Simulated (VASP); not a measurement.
Runs of VASP 6.6.1 on InPd. The structure is that of space group Pm-3m (No. 221), or close to it. The cells are those of the table. 

```tsv
cell	gap on the mesh (eV)	pressure (GPa)
a = 3.182 Å, 2 atoms	none	5.6
a = 3.272 Å, 2 atoms	none	(a)
a = 3.357 Å, 2 atoms	none	-13.0
a = 3.228 Å, 2 atoms	none	-1.3
a = 3.315 Å, 2 atoms	none	(b)
```

Alike in all rows: task single point; level LDA; potentials or basis VASP PAW LDA potentials, release 64 (In_d, Pd); no spin polarisation; k mesh 9 × 9 × 9; cutoff (eV) 520; smearing methfessel-paxton 0.15 eV.

Question: Fill in the values left out.

Answer: (a) -6.4; (b) -10.2.

Caveats: spin-orbit coupling is left out, which moves the levels of the heavy elements.

A k mesh can miss the band edges, and the runs leave out spin-orbit coupling on In, Pd.

A gap of «none» marks levels without a gap at the run's occupations.
